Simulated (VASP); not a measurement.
# TaN (P-6m2) in VASP: further runs

The runs below take TaN through single point, relaxation of cell and atoms, with PBE+U.

Program: VASP 6.6.1. These are calculated values, not measurements. Logs are shortened: lines on timing, memory, paths and dates and some standing lists are left out, and cuts for length are marked.

**1. The cell of the first run**

It takes space group P-6m2 (No. 187, hexagonal). The conventional cell has a = 2.953 Å, b = 2.953 Å, c = 2.899 Å, α = 90.00°, β = 90.00°, γ = 120.00°. Within 3.0 Å of Ta (site symmetry -6m2) lie 6 N at 2.24 Å and 8 Ta at 2.90 to 2.95 Å. Within 3.0 Å of N (site symmetry -6m2) lie 6 Ta at 2.24 Å and 8 N at 2.90 to 2.95 Å.

**2. Single point, PBE+U**

File INCAR:

```
ALGO = Normal
EDIFF = 1E-6
ENCUT = 600
GGA = PE
GGA_COMPAT = False
ISIF = 2
ISMEAR = -1
LASPH = True
LCHARG = False
LDAU = True
LDAUJ = 0 0
LDAUL = 2 -1
LDAUPRINT = 1
LDAUTYPE = 2
LDAUU = 1 0
LMAXMIX = 4
LREAL = False
LWAVE = False
NBANDS = 16
NELM = 200
PREC = Accurate
SIGMA = 0.05
```

File KPOINTS:

```
k-points
0
Gamma
  10 10 9
```

File POSCAR:

```
TaN
1.0
    2.9533189952     -0.0000000029      0.0000000000
   -1.4766594951      2.5576492768      0.0000000000
    0.0000000000      0.0000000000      2.8987666183
Ta N
1 1
Direct
    0.3333333333      0.6666666667      0.5000000000
    0.0000000000      0.0000000000      0.0000000000
```

Potentials or basis: VASP PAW PBE potentials, release 64 (Ta_sv_GW, N).

Command:

```bash
> cat potpaw_PBE.64/Ta_sv_GW/POTCAR potpaw_PBE.64/N/POTCAR > POTCAR
> mpirun -np 1 vasp_std > vasp.out
```

OUTCAR:

```text
EDIFF = 1E-6
   ENCUT = 600
   GGA = PE
   ISIF = 2
   ISMEAR = -1
   LASPH = True
   LREAL = False
   NELM = 200
   PREC = Accurate

 ion  position               nearest neighbor table
   1  0.333  0.667  0.500-   2 2.24   2 2.24   2 2.24   2 2.24   2 2.24   2 2.24
   2  0.000  0.000  0.000-   1 2.24   1 2.24   1 2.24   1 2.24   1 2.24   1 2.24

  LATTYP: Found a hexagonal cell.
 ALAT       =     2.9533189952
 C/A-ratio  =     0.9815284509

  Lattice vectors:

 A1 = (   2.9533189952,  -0.0000000029,   0.0000000000)
 A2 = (  -1.4766594951,   2.5576492768,   0.0000000000)
 A3 = (   0.0000000000,   0.0000000000,   2.8987666183)

Analysis of symmetry for initial positions (statically):
=====================================================================
 Subroutine PRICEL returns:
 Original cell was already a primitive cell.

 Routine SETGRP: Setting up the symmetry group for a
 hexagonal supercell.

 Subroutine GETGRP returns: Found 12 space group operations
 (whereof 12 operations were pure point group operations)
 out of a pool of 24 trial point group operations.

The static configuration has the point symmetry D_3h.

Analysis of symmetry for dynamics (positions and initial velocities):
=====================================================================
 Subroutine PRICEL returns:
 Original cell was already a primitive cell.

 Routine SETGRP: Setting up the symmetry group for a
 hexagonal supercell.

 Subroutine GETGRP returns: Found 12 space group operations
 (whereof 12 operations were pure point group operations)
 out of a pool of 24 trial point group operations.

The dynamic configuration has the point symmetry D_3h.

 Subroutine INISYM returns: Found 12 space group operations
 (whereof 12 operations are pure point group operations),
 and found     1 'primitive' translations

----------------------------------------------------------------------------------------

                                     Primitive cell

  volume of cell :      21.8960

  direct lattice vectors                    reciprocal lattice vectors
     2.953318995 -0.000000003  0.000000000     0.338602096  0.195492011  0.000000000
    -1.476659495  2.557649277  0.000000000     0.000000000  0.390984022  0.000000000
     0.000000000  0.000000000  2.898766618     0.000000000  0.000000000  0.344974305

  length of vectors
     2.953318995  2.953318995  2.898766618     0.390984022  0.390984022  0.344974305

  position of ions in fractional coordinates (direct lattice)
     0.333333333  0.666666667  0.500000000
     0.000000000  0.000000000  0.000000000

  ion indices of the primitive-cell ions
   primitive index   ion index
                 1           1
                 2           2

----------------------------------------------------------------------------------------

 KPOINTS: k-points

Automatic generation of k-mesh.
 Grid dimensions read from file:
 generate k-points for:   10   10    9

 Generating k-lattice:

  Cartesian coordinates                     Fractional coordinates (reciprocal lattice)
     0.033860210  0.019549201  0.000000000     0.100000000 -0.000000000  0.000000000
     0.000000000  0.039098402  0.000000000    -0.000000000  0.100000000  0.000000000
     0.000000000  0.000000000  0.038330478     0.000000000  0.000000000  0.111111111

  Length of vectors
     0.039098402  0.039098402  0.038330478

  Shift w.r.t. Gamma in fractional coordinates (k-lattice)
     0.000000000  0.000000000  0.000000000

 Subroutine IBZKPT returns following result:
 ===========================================

 Found     70 irreducible k-points:

 Following reciprocal coordinates:
            Coordinates               Weight
  0.000000  0.000000  0.000000      1.000000
  0.100000  0.000000  0.000000      6.000000
  0.200000  0.000000  0.000000      6.000000
  0.300000  0.000000  0.000000      6.000000
  0.400000  0.000000  0.000000      6.000000
  0.500000 -0.000000  0.000000      3.000000
[... 16 lines left out ...]
  0.300000  0.100000  0.111111     24.000000
  0.400000  0.100000  0.111111     24.000000
 [... further k-points ...]
   k-points           NKPTS =     70   k-points in BZ     NKDIM =     70   number of bands    NBANDS=     16
   number of dos      NEDOS =    301   number of ions     NIONS =      2
   total plane-waves  NPLWV =  13824
   dimension x,y,z NGX =    24 NGY =   24 NGZ =   24
   dimension x,y,z NGXF=    48 NGYF=   48 NGZF=   48
   ions per type =               1   1
   NGX,Y,Z   is equivalent  to a cutoff of  13.51, 13.51, 13.76 a.u.
   NGXF,Y,Z  is equivalent  to a cutoff of  27.02, 27.02, 27.53 a.u.
 SYSTEM =  unknown system
   PREC   = accura    normal or accurate (medium, high low for compatibility)
   ISTART =      0    job   : 0-new  1-cont  2-samecut
   ICHARG =      2    charge: 1-file 2-atom 10-const
   ISPIN  =      1    spin polarized calculation?
   LNONCOLLINEAR =      F non collinear calculations
   LSORBIT =      F    spin-orbit coupling
   LASPH  =      T    aspherical Exc in radial PAW
   ENCUT  =  600.0 eV  44.10 Ry    6.64 a.u.   5.90  5.90  5.79*2*pi/ulx,y,z
   NELM   =    200;   NELMIN=  2; NELMDL= -5     # of ELM steps
   EDIFF  = 0.1E-05   stopping-criterion for ELM
   LREAL  =      F    real-space projection
   EDIFFG = 0.1E-04   stopping-criterion for IOM
   NSW    =      0    number of steps for IOM
   IBRION =     -1    ionic relax: 0-MD 1-quasi-New 2-CG
   NFREE  =      0    steps in history (QN), initial steepest desc. (CG)
   ISIF   =      2    stress and relaxation
   ISYM   =      2    0-nonsym 1-usesym 2-fastsym
   POTIM  = 0.5000    time-step for ionic-motion
   TEBEG  =    0.0;   TEEND  =   0.0 temperature during run
   PSTRESS=    0.0 pullay stress
   NELECT =      18.0000    total number of electrons
   NUPDOWN=      -1.0000    fix difference up-down
   EMIN   =  10.00;   EMAX   =-10.00  energy-range for DOS
   EFERMI =   0.00;   METHOD = LEGACY
   ISMEAR =    -1;   SIGMA  =   0.05  broadening in eV -4-tet -1-fermi 0-gaus
   EFERMI_NEDOS =   21; number of points for ismear=-14 and -15
   IALGO  =     38    algorithm
   IMIX   =      4    mixing-type and parameters
     AMIX     =   0.40;   BMIX     =  1.00
     AMIX_MAG =   1.60;   BMIX_MAG =  1.00
  volume/ion in A,a.u.               =      10.95        73.88
  Fermi-wavevector in a.u.,A,eV,Ry     =   1.533595  2.898075 31.999745  2.351915
  Thomas-Fermi vector in A             =   2.640641
   LORBIT       =      0    0 simple, 1 ext, 2 COOP (PROOUT), +10 PAW based schemes
 LDA+U is selected, type is set to LDAUTYPE =  2
   angular momentum for each species LDAUL =     2   -1
   U (eV)           for each species LDAUU =   1.0  0.0
   J (eV)           for each species LDAUJ =   0.0  0.0
   GGA     = PE    functional components
   LHFCALC =     F    Hartree Fock is set to
   AEXX    =    0.0000 exact exchange contribution
   IVDW    =     0    specifies the selected vdW correction
   LEPSILON=     F    determine dielectric tensor
   LRPA    =     F    only Hartree local field effects (RPA)
 non-spin polarized calculation
  energy-cutoff  :      600.00
  volume of cell :       21.90
 maximum number of plane-waves:       742
 NGX is ok and might be reduce to    24
   NGX = 11   NGY = 11   NGZ = 11

atom =   1  type =  1  l = 2

 onsite density matrix

spin component  1

  0.2586 -0.0000  0.0000  0.0000 -0.0000
 -0.0000  0.1813  0.0000 -0.0000  0.0000
  0.0000  0.0000  0.3011 -0.0000  0.0000
  0.0000 -0.0000 -0.0000  0.1813 -0.0000
 -0.0000  0.0000  0.0000 -0.0000  0.2586

spin component  2

  0.2586 -0.0000  0.0000  0.0000 -0.0000
 -0.0000  0.1813  0.0000 -0.0000  0.0000
  0.0000  0.0000  0.3011 -0.0000  0.0000
  0.0000 -0.0000 -0.0000  0.1813 -0.0000
 -0.0000  0.0000  0.0000 -0.0000  0.2586

 occupancies and eigenvectors

  o =  0.1813  v =  0.0000 -0.1953  0.0000 -0.9807 -0.0000  0.0000  0.0000  0.0000  0.0000  0.0000      0.0000  0.0000  0.0000  0.0000  0.0000  0.0000  0.0000  0.0000  0.0000  0.0000
  o =  0.1813  v =  0.0000  0.0000  0.0000  0.0000  0.0000  0.0000 -0.1953  0.0000 -0.9807 -0.0000      0.0000  0.0000  0.0000  0.0000  0.0000  0.0000  0.0000  0.0000  0.0000  0.0000
  o =  0.1813  v =  0.0000  0.9807  0.0000 -0.1953 -0.0000  0.0000  0.0000  0.0000  0.0000  0.0000      0.0000  0.0000  0.0000  0.0000  0.0000  0.0000  0.0000  0.0000  0.0000  0.0000
  o =  0.1813  v =  0.0000  0.0000  0.0000  0.0000  0.0000  0.0000  0.9807  0.0000 -0.1953 -0.0000      0.0000  0.0000  0.0000  0.0000  0.0000  0.0000  0.0000  0.0000  0.0000  0.0000
  o =  0.2586  v =  0.0000  0.0000  0.0000  0.0000  0.0000 -0.0626 -0.0000  0.0000  0.0000 -0.9980      0.0000  0.0000  0.0000  0.0000  0.0000  0.0000  0.0000  0.0000  0.0000  0.0000
  o =  0.2586  v = -0.0626 -0.0000  0.0000  0.0000 -0.9980  0.0000  0.0000  0.0000  0.0000  0.0000      0.0000  0.0000  0.0000  0.0000  0.0000  0.0000  0.0000  0.0000  0.0000  0.0000
  o =  0.2586  v =  0.0000  0.0000  0.0000  0.0000  0.0000  0.9980 -0.0000 -0.0000  0.0000 -0.0626      0.0000  0.0000  0.0000  0.0000  0.0000  0.0000  0.0000  0.0000  0.0000  0.0000
  o =  0.2586  v =  0.9980 -0.0000 -0.0000  0.0000 -0.0626  0.0000  0.0000  0.0000  0.0000  0.0000      0.0000  0.0000  0.0000  0.0000  0.0000  0.0000  0.0000  0.0000  0.0000  0.0000
  o =  0.3011  v =  0.0000  0.0000  0.0000  0.0000  0.0000 -0.0000  0.0000 -1.0000  0.0000 -0.0000      0.0000  0.0000  0.0000  0.0000  0.0000  0.0000  0.0000  0.0000  0.0000  0.0000
  o =  0.3011  v = -0.0000  0.0000 -1.0000  0.0000 -0.0000  0.0000  0.0000  0.0000  0.0000  0.0000      0.0000  0.0000  0.0000  0.0000  0.0000  0.0000  0.0000  0.0000  0.0000  0.0000

 number of electron      17.9999999 magnetization

 Free energy of the ion-electron system (eV)
  ---------------------------------------------------
  ext. energy  EPLUGINS =         0.00000000
  ---------------------------------------------------
  free energy    TOTEN  =       -24.06953451 eV

  energy without entropy =      -24.06922532  energy(sigma->0) =      -24.06937992

 E-fermi :  12.4481     XC(G=0): -13.5940

 val. band max:       12.3251315433   @ k =   0.0000   0.0000   0.4444
 cond. band min:      12.6235323686   @ k =   0.0000   0.0000   0.3333
 fundamental gap:      0.2984008252
 Fermi energy:        12.4480604639

 k-point     1 :       0.0000    0.0000    0.0000
  band No.  band energies     occupation
      1     -56.4608      2.00000
      2     -22.7270      2.00000
      3     -22.4763      2.00000
      4     -22.4763      2.00000
      5      -5.3715      2.00000
      6       7.8363      2.00000
[... 8 lines left out ...]
     15      25.0550      0.00000
     16      28.2702      0.00000
[... 419 lines left out ...]
 k-point    24 :       0.4000    0.1000    0.1111
  band No.  band energies     occupation
      1     -56.3854      2.00000
      2     -23.3798      2.00000
      3     -22.7394      2.00000
      4     -22.6864      2.00000
      5      -3.1367      2.00000
      6       4.3433      2.00000
[... 8 lines left out ...]
     15      23.8483      0.00000
     16      27.7179      0.00000

 [... further k-points ...]
[... 5 lines left out ...]
  --------------------------------------------------------------------------------------
  -------------------------------------------------------------------------------------
  Total        0.2680494      0.2680494      0.3728621     -0.0000000      0.0000000      0.0000000
  in kB       19.6137552     19.6137552     27.2831353     -0.0000000      0.0000000      0.0000000
  external PRESSURE =      22.1702152 kB  Pullay stress =       0.0000000 kB

 VOLUME and BASIS-vectors are now :
 -----------------------------------------------------------------------------
  energy-cutoff  :      600.00
  volume of cell :       21.90
      direct lattice vectors                 reciprocal lattice vectors
     2.953318995 -0.000000003  0.000000000     0.338602096  0.195492011  0.000000000
    -1.476659495  2.557649277  0.000000000     0.000000000  0.390984022  0.000000000
     0.000000000  0.000000000  2.898766618     0.000000000  0.000000000  0.344974305

 POSITION                                       TOTAL-FORCE (eV/Angst)
 -----------------------------------------------------------------------------------
      0.00000      1.70510      1.44938        -0.000000      0.000000      0.000000
      0.00000      0.00000      0.00000         0.000000     -0.000000      0.000000
 -----------------------------------------------------------------------------------
    total drift:                                0.000000     -0.000000     -0.000000

  FREE ENERGIE OF THE ION-ELECTRON SYSTEM (eV)
  ---------------------------------------------------
  free  energy   TOTEN  =       -24.0695345132 eV

  energy  without entropy=      -24.0692253249  energy(sigma->0) =      -24.06937992
```

It took 9.1 s on 1 thread of Intel Xeon 6975P-C (Granite Rapids), shared host; peak memory 0.17 GiB.

Results:

```
Free energy            : -24.0695 eV
Pressure               : 2.2 GPa
Band gap on the k mesh : zero (band 9 reaches 12.62 eV, above the bottom of band 10 at 12.33 eV)
```

Levels at points of the mesh, in eV from the Fermi level:
| k point | band 5 | band 6 | band 7 | band 8 | band 9 | band 10 | band 11 | band 12 | band 13 | band 14 |
| --- | --- | --- | --- | --- | --- | --- | --- | --- | --- | --- |
| (0.00, 0.00, 0.00) | -17.82 | -4.61 | -4.61 | -4.25 | -3.08 | 1.88 | 3.40 | 3.40 | 3.95 | 3.95 |
| (0.50, 0.00, 0.00) | -15.59 | -8.37 | -5.21 | -3.51 | -3.31 | 2.97 | 3.83 | 5.05 | 5.13 | 7.03 |

Eigenvalues of the final occupation matrices:
```tsv
site	spin	trace	eigenvalues
site 1 d	1	1.18	0.18 0.18 0.26 0.26 0.30
site 1 d	2	1.18	0.18 0.18 0.26 0.26 0.30
```

Caveat: spin-orbit coupling is left out, which moves the levels of the heavy elements; U without spin polarisation on a metal has little footing.

[end of part 1 of 3]
